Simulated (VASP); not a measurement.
# SbSe5 (P-3m1) in VASP: a series of runs, part 2 of 2

VASP 6.6.1. The steps go on from the part before.

## 4. Relaxation of cell and atoms, PBE

This run uses another cell than the first one, of 27.20 Å³/atom, 0.970 times its volume.

Contents of INCAR:

```
PREC = Accurate
ENCUT = 600
EDIFF = 1E-6
ISMEAR = 0
SIGMA = 0.2
LREAL = F
LASPH = T
NELM = 80
ALGO = Normal
ISIF = 3
LWAVE = F
LCHARG = F
GGA = PE
IBRION = 2
NSW = 36
EDIFFG = -0.08
```

Contents of KPOINTS:

```
regular mesh
0
Gamma
  5 5 2
```

Contents of POSCAR:

```
SbSe5
1.0
    3.9500000000      0.0000000000      0.0000000000
   -1.9750000000      3.4208003400      0.0000000000
    0.0000000000      0.0000000000     12.0800000000
Sb Se
1 5
Direct
    0.0000000000      0.0000000000      0.0000000000
    0.3333333300      0.6666666700      0.1550000000
    0.6666666700      0.3333333300      0.8450000000
    0.3333333300      0.6666666700      0.6650000000
    0.0000000000      0.0000000000      0.5000000000
    0.6666666700      0.3333333300      0.3350000000
```

Potentials or basis: VASP PAW PBE potentials, release 64 (Sb, Se).

On the command line:

```sh
$ cat potpaw_PBE.64/Sb/POTCAR potpaw_PBE.64/Se/POTCAR > POTCAR
$ mpirun -np 1 vasp_std > vasp.out
```

OUTCAR:

```text
PREC = Accurate
   ENCUT = 600
   EDIFF = 1E-6
   ISMEAR = 0
   LREAL = F
   LASPH = T
   NELM = 80
   ISIF = 3
   GGA = PE
   IBRION = 2
   NSW = 36
   EDIFFG = -0.08

 ion  position               nearest neighbor table
   1  0.000  0.000  0.000-   2 2.95   3 2.95   2 2.95   3 2.95   3 2.95   2 2.95
   2  0.333  0.667  0.155-   1 2.95   1 2.95   1 2.95
   3  0.667  0.333  0.845-   1 2.95   1 2.95   1 2.95
   4  0.333  0.667  0.665-
   5  0.000  0.000  0.500-
   6  0.667  0.333  0.335-

  LATTYP: Found a hexagonal cell.
 ALAT       =     3.9500000000
 C/A-ratio  =     3.0582278481

  Lattice vectors:

 A1 = (   3.9500000000,   0.0000000000,   0.0000000000)
 A2 = (  -1.9750000000,   3.4208003400,   0.0000000000)
 A3 = (   0.0000000000,   0.0000000000,  12.0800000000)

Analysis of symmetry for initial positions (statically):
[... 289 lines left out ...]

 E-fermi :   5.0219     XC(G=0):  -9.8205

 val. band max:        4.9484105290   @ k =   0.4000   0.2000   0.0000
 cond. band min:       5.1304766091   @ k =   0.2000   0.2000   0.0000
 fundamental gap:      0.1820660801
 Fermi energy:         5.0219042024

 k-point     1 :       0.0000    0.0000    0.0000
  band No.  band energies     occupation
      1     -10.5100      2.00000
      2      -9.6162      2.00000
      3      -9.0851      2.00000
      4      -7.3960      2.00000
      5      -6.0463      2.00000
      6      -3.0095      2.00000
[... 388 lines left out ...]
--------------------------------------- Ionic step        8  -------------------------------------------

 number of electron      35.0000001 magnetization

 Free energy of the ion-electron system (eV)
  ---------------------------------------------------
  ext. energy  EPLUGINS =         0.00000000
  ---------------------------------------------------
  free energy    TOTEN  =       -21.47882717 eV

  energy without entropy =      -21.40138745  energy(sigma->0) =      -21.44010731

 E-fermi :   4.6156     XC(G=0):  -9.6559

 val. band max:        4.6016370579   @ k =   0.2000   0.2000   0.0000
 cond. band min:       4.6447245584   @ k =   0.0000   0.0000   0.0000
 fundamental gap:      0.0430875005
 Fermi energy:         4.6156423906

 k-point     1 :       0.0000    0.0000    0.0000
  band No.  band energies     occupation
      1     -11.0359      2.00000
      2      -9.5864      2.00000
      3      -9.0712      2.00000
      4      -7.6333      2.00000
      5      -6.0615      2.00000
      6      -3.2797      2.00000
[... 262 lines left out ...]
  FREE ENERGIE OF THE ION-ELECTRON SYSTEM (eV)
  ---------------------------------------------------
  free  energy   TOTEN  =       -21.4788271721 eV

  energy  without entropy=      -21.4013874511  energy(sigma->0) =      -21.44010731

 reached required accuracy - stopping structural energy minimisation
```

CONTCAR:

```text
SbSe5
   1.00000000000000
     3.9854395646974599    0.0000000000000000   -0.0000000000000000
    -1.9927197823487299    3.4514919032350351    0.0000000000000000
    -0.0000000000000000    0.0000000000000000   10.7495214818895697
  Sb              Se
     1     5
Direct
     0.0000000000000000    1.0000000000000000    0.0000000000000000
     0.3333333300000021    0.6666666699999979    0.1571360512542342
     0.6666666699999979    0.3333333300000021    0.8428639487457658
     0.3333333300000021    0.6666666699999979    0.6427596587421416
     0.0000000000000000    0.0000000000000000    0.5000000000000000
     0.6666666699999979    0.3333333300000021    0.3572403412578583

  0.00000000E+00  0.00000000E+00  0.00000000E+00
  0.00000000E+00  0.00000000E+00  0.00000000E+00
  0.00000000E+00  0.00000000E+00  0.00000000E+00
  0.00000000E+00  0.00000000E+00  0.00000000E+00
  0.00000000E+00  0.00000000E+00  0.00000000E+00
  0.00000000E+00  0.00000000E+00  0.00000000E+00
```

It took 1.8 min on 1 thread of Intel Xeon 6975P-C (Granite Rapids), shared host; peak memory 0.33 GiB.

Results:

| Item | Value |
| --- | --- |
| Free energy | -21.4788 eV |
| Relaxed volume | 24.64 Å³/atom |
| Relaxed cell | a = 3.985 Å, b = 3.985 Å, c = 10.750 Å, α = 90.00°, β = 90.00°, γ = 120.00° |
| Space group after relaxing (to 0.05 Å) | P-3m1 (No. 164) |
| Energy gained by relaxing | 166.4 meV/atom |
| Ionic steps | 8 |
| Pressure after relaxing | -0.3 GPa |
| Largest force after relaxing | 0.061 eV/Å |

Forces in eV/Å, atoms in the order of the input:
```
Sb   0.000  0.000  0.000
Se   0.000  0.000 -0.031
Se   0.000  0.000  0.031
Se   0.000  0.000 -0.061
Se   0.000  0.000  0.000
Se   0.000  0.000  0.061
```

The path:
```csv
step,energy change (eV),largest force (eV/Å),pressure (GPa),volume (Å³)
1,0.0000,1.3119,-6.48,163.23
2,-0.7030,0.9729,3.33,138.40
3,-0.7250,1.0618,1.45,141.54
4,-0.8684,0.7536,0.99,143.13
5,-0.9927,0.1603,0.36,146.12
6,-0.9969,0.0471,0.25,146.70
7,-0.9969,0.0299,0.24,146.80
8,-0.9982,0.0614,-0.26,147.87
```

Final structure:
```
Sb Se
1.0
     3.98544    0.00000    0.00000
    -1.99272    3.45149    0.00000
     0.00000    0.00000   10.74952
Sb Se
1 5
Direct
  0.00000 0.00000 0.00000
  0.33333 0.66667 0.15714
  0.66667 0.33333 0.84286
  0.33333 0.66667 0.64276
  0.00000 0.00000 0.50000
  0.66667 0.33333 0.35724
```

Caveat: the k points lie up to 0.36 Å⁻¹ apart in the final cell; spin-orbit coupling is left out, which moves the levels of the heavy elements; the relaxation stopped at a loose force limit of 0.08 eV/Å, so its end isn't a converged minimum.

## 5. Overview

| task | cell | k mesh | cutoff (eV) | smearing | gap on the mesh (eV) | pressure (GPa) | largest force (eV/Å) |
| --- | --- | --- | --- | --- | --- | --- | --- |
| relaxation of cell and atoms | relaxed from a = 3.826, b = 3.826, c = 13.277 Å, angles 90.0, 90.0, 120.0°, 6 atoms | 12 × 12 × 4 | 600 | gaussian 0.1 eV | none | 0.0 | 0.01 |
| single point | a = 3.908, b = 3.908, c = 11.260 Å, angles 90.0, 90.0, 120.0°, 6 atoms | 5 × 5 × 2 | 520 | gaussian 0.2 eV | none | 0.1 | 0.07 |
| relaxation of cell and atoms | relaxed from a = 3.950, b = 3.950, c = 12.080 Å, angles 90.0, 90.0, 120.0°, 6 atoms | 5 × 5 × 2 | 600 | gaussian 0.2 eV | none | -0.3 | 0.06 |

Alike in all rows: level PBE; potentials or basis VASP PAW PBE potentials, release 64 (Sb, Se); no spin polarisation.

Caveats: some runs use coarse meshes; spin-orbit coupling is left out, which moves the levels of the heavy elements; the relaxation stopped at its first step, so nothing moved (some runs); this functional lacks dispersion, which binds the layers, so the pressure and a relaxed spacing across them are unreliable (some runs); the relaxation stopped at a loose force limit of 0.08 eV/Å, so its end isn't a converged minimum (some runs).

Absolute energies hang on the potentials; compare differences alone.
